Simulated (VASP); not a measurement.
Wanted: the native input for a VASP 6.6.1 run.

```yaml
Task: single point
Functional: r2SCAN
Potentials_or_basis: VASP PAW PBE potentials, release 64 (Rh_pv)
Cutoff: 520 eV
k_mesh: 15 × 15 × 8
Occupations: fermi-dirac, width 0.1 eV
Spin: no spin polarisation
Dipole_correction: no
Further_INCAR_settings: ALGO = Normal; EDIFF = 1e-07; NBANDS = 22
```

Rh:

```
Rh
1.0
     2.73909    0.00000    0.00000
    -1.36954    2.37212    0.00000
     0.00000    0.00000    4.41422
Rh
2
Direct
  0.33333 0.66667 0.25000
  0.66667 0.33333 0.75000
```

This isn't the form of Rh at room conditions, which is fcc.

The input as run:

POSCAR

```
Rh
1.0
    2.7390885627      0.0000000000      0.0000000000
   -1.3695442813      2.3721202785      0.0000000000
    0.0000000000      0.0000000000      4.4142153766
Rh
2
Direct
    0.3333333333      0.6666666667      0.2500000000
    0.6666666667      0.3333333333      0.7500000000
```

INCAR.step1

```
PREC     = Accurate       # precision mode
ENCUT    = 520            # plane-wave cutoff, eV
ISMEAR   = -1             # smearing method
SIGMA    = 0.1            # smearing width, eV
LREAL    = False          # projectors in reciprocal space
LASPH    = True           # aspherical terms in the spheres
NELM     = 80             # most SCF steps
NBANDS   = 22             # bands
GGA      = PE             # functional
ALGO     = Normal         # electronic algorithm
EDIFF    = 1E-4           # SCF threshold, eV
LWAVE    = True           # write WAVECAR
LCHARG   = False          # write CHGCAR
```

INCAR.step2

```
PREC     = Accurate       # precision mode
ENCUT    = 520            # plane-wave cutoff, eV
EDIFF    = 1E-7           # SCF threshold, eV
ISMEAR   = -1             # smearing method
SIGMA    = 0.1            # smearing width, eV
LREAL    = False          # projectors in reciprocal space
LASPH    = True           # aspherical terms in the spheres
NELM     = 80             # most SCF steps
ALGO     = Normal         # electronic algorithm
ISIF     = 2              # what is computed and relaxed
LWAVE    = False          # write WAVECAR
LCHARG   = True           # write CHGCAR
METAGGA  = R2SCAN         # meta-GGA
LMIXTAU  = True         
LELF     = True           # ELF
LVHAR    = True         
NBANDS   = 22             # bands
ISTART   = 1
```

KPOINTS

```
Automatic mesh
0
Gamma
  15 15 8
```

Potentials or basis: VASP PAW PBE potentials, release 64 (Rh_pv).

Launch:

```console
$ cat potpaw_PBE.64/Rh_pv/POTCAR > POTCAR
$ cp INCAR.step1 INCAR
$ mpirun -np 1 vasp_std > vasp.out
$ cp INCAR.step2 INCAR
$ mpirun -np 1 vasp_std > vasp.out
```

Results of the run:

```
Pressure               : -8.9 GPa
Band gap on the k mesh : zero (bands 15 and 16 overlap by 2.24 eV)
```

Caveat: the cell stands under tension; the PAW data sets were made with another functional, which shifts forces and pressure a little.

It took 3 min on 1 thread of Intel(R) Xeon(R) Platinum 8488C (Sapphire Rapids), on a shared host, peak memory 0.19 GiB.
